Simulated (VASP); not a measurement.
Set up this calculation in VASP 6.6.1, as the native input.

```
Task                   : relaxation of the atoms
Functional             : PBE
Potentials or basis    : VASP PAW PBE potentials, release 64 (Ti_sv, Si, H)
Cutoff                 : 520 eV
k mesh                 : 1 × 1 × 1
Occupations            : methfessel-paxton, width 0.1 eV
Spin                   : no spin polarisation
Dipole correction      : no
Further INCAR settings : LREAL = Auto; ALGO = Normal; EDIFF = 1e-06; IBRION = 2; EDIFFG = -0.02; NSW = 90
```

The structure of Ti16Si32H (a cell with a defect) lies in POSCAR:

```
Ti16Si32H
1.0
    4.8081252100      8.2721766700      0.0000000000
    4.8081252100     -8.2721766700      0.0000000000
   -4.8081252100      0.0000000000     -8.5559772500
Ti Si H
16 32 1
Direct
    0.2488372200      0.2497402400     -0.0012002000
    0.3749708900      0.1244768300      0.2498700100
    0.2498586400      0.2515589300      0.4993954400
    0.3758590200      0.1248387400      0.7504271200
    0.2484530300      0.7478910500     -0.0017564700
    0.3750000000      0.6250000000      0.2500000000
    0.2500000000      0.7500000000      0.5000000000
    0.3767490400      0.6267491700      0.7516866100
    0.7465008100      0.2466621800     -0.0031523500
    0.8766364200      0.1280848100      0.2517924200
    0.7506290000      0.2496068000      0.4995132200
    0.8775843600      0.1269970500      0.7531939200
    0.7480003300      0.7494123600     -0.0005661400
    0.8747263800      0.6261371200      0.2506168800
    0.7490301000      0.7500634400      0.5005108500
    0.8766167500      0.6252871300      0.7511040200
    0.4107244500      0.0845944400     -0.0014702400
    0.0868411100      0.4151757600      0.0026112000
    0.0433743400      0.4566256600      0.2500000000
    0.2066256600      0.2933743400      0.2500000000
    0.4183743400      0.0816256600      0.5000000000
    0.0859752800      0.4128321500      0.5026388800
    0.0373263500      0.4612666400      0.7515298600
    0.2134903800      0.2888322800      0.7501197600
    0.4103065900      0.5834528100     -0.0023929300
    0.0874068400      0.9133892100     -0.0009520400
    0.0381825500      0.9617141800      0.2502480600
    0.2066256600      0.7933743400      0.2500000000
    0.4183743400      0.5816256600      0.5000000000
    0.0867407100      0.9142694800      0.4993615500
    0.0402960400      0.9618529200      0.7505061400
    0.2118653900      0.7892630400      0.7500082000
    0.9121665200      0.0866389400      0.0009670100
    0.5865750000      0.4131496100     -0.0008626200
    0.5395045100      0.4616498800      0.2498835900
    0.7060627600      0.2870395100      0.2489623800
    0.9144771100      0.0864162400      0.5003826800
    0.5880890700      0.4120727600      0.4986936300
    0.5392433200      0.4618074800      0.7507724600
    0.7131874300      0.2900256200      0.7503885100
    0.9116316100      0.5859073600     -0.0006798700
    0.5872787400      0.9145351100      0.0003369400
    0.5379793600      0.9608930000      0.2494940700
    0.7138599300      0.7911663300      0.2524419700
    0.9124455500      0.5863584800      0.4994230900
    0.5816256600      0.9183743400      0.5000000000
    0.5369157900      0.9591971600      0.7498924300
    0.7196033800      0.7945096100      0.7550935400
    0.3523860000      0.7711030000      0.3734890000
```

These files were run (other wordings do the same):

INCAR

```
ALGO = Normal ; EDIFF = 1E-6
EDIFFG = -0.02 ; ENCUT = 520
GGA = PE ; IBRION = 2
ISIF = 2 ; ISMEAR = 1
LASPH = True ; LCHARG = False
LREAL = Auto ; LWAVE = False
NELM = 100 ; NSW = 90
PREC = Accurate ; SIGMA = 0.1
```

KPOINTS

```
k-points
0
Gamma
  1 1 1
```

Potentials or basis: VASP PAW PBE potentials, release 64 (Ti_sv, Si, H).

The run is started by

```bash
$ cat potpaw_PBE.64/Ti_sv/POTCAR potpaw_PBE.64/Si/POTCAR potpaw_PBE.64/H/POTCAR > POTCAR
$ mpirun -np 1 vasp_gam > vasp.out
```

It gave:

| Item | Value |
| --- | --- |
| Energy gained by relaxing | 7.1 meV/atom |
| Ionic steps | 16 |
| Pressure after relaxing | -0.7 GPa |
| Largest force after relaxing | 0.016 eV/Å |
| Band gap on the k mesh | zero (an odd number of electrons rules out a gap without spin polarisation) |

Caveat: the k points lie up to 0.84 Å⁻¹ apart, too coarse for converged energies and pressures of a metal; an odd number of electrons without spin polarisation forces a metal; a magnetic or distorted state may lie lower.

It took 110 min on 1 thread of Oxide Virtual Turin-like Processor (shared host), peak memory 0.87 GiB.
